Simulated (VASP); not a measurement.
The system is BeCd3S2.

```xyz
6
Lattice="6.4184 0.0000 0.0000 -3.2092 5.5585 0.0000 0.0000 0.0000 3.3675" Properties=species:S:1:pos:R:3 pbc="T T T"
Be    0.0000    0.0000    1.6838
Cd   -1.6046    2.7792    0.0000
Cd    1.6046    2.7792    0.0000
Cd    3.2092    0.0000    0.0000
S     3.2092    1.8528    1.6838
S     0.0000    3.7057    1.6838
```

- Program: VASP 6.6.1
- Task: relaxation of cell and atoms
- Functional: PBE
- Potentials or basis: VASP PAW PBE potentials, release 64 (Be, Cd, S)
- Cutoff: 600 eV
- k mesh: 3 × 3 × 6
- Occupations: gaussian, width 0.1 eV
- Spin: no spin polarisation

At the start: pressure 17.9 GPa; volume 20.02 Å³/atom.

Task: Where does the relaxation end?

Result: Over 4 steps the energy falls by 261.6 meV/atom and the volume is 25.55 Å³/atom (+27.6 %); space group P6/mmm (No. 191, to 0.05 Å).

The path:
| step | energy change (eV) | largest force (eV/Å) | pressure (GPa) | volume (Å³) |
| --- | --- | --- | --- | --- |
| 1 | 0.0000 | 0.0000 | 17.91 | 120.14 |
| 2 | -1.4878 | 0.0000 | -2.27 | 163.22 |
| 3 | -1.5683 | 0.0000 | 0.28 | 152.15 |
| 4 | -1.5693 | 0.0000 | -0.05 | 153.33 |

Final structure:
```cif
data_structure
_symmetry_space_group_name_H-M 'P 1'
_symmetry_Int_Tables_number 1
_cell_length_a 6.8513
_cell_length_b 6.8513
_cell_length_c 3.7718
_cell_angle_alpha 90.000
_cell_angle_beta 90.000
_cell_angle_gamma 120.000
_cell_volume 153.33
loop_
_atom_site_label
_atom_site_type_symbol
_atom_site_fract_x
_atom_site_fract_y
_atom_site_fract_z
_atom_site_occupancy
Be1 Be 0.00000 0.00000 0.50000 1
Cd1 Cd 0.00000 0.50000 0.00000 1
Cd2 Cd 0.50000 0.50000 0.00000 1
Cd3 Cd 0.50000 0.00000 0.00000 1
S1 S 0.66667 0.33333 0.50000 1
S2 S 0.33333 0.66667 0.50000 1
```

Caveat: the k points lie up to 0.35 Å⁻¹ apart in the final cell; the volume moved by over 15 % at a fixed basis, so the end points are rough.
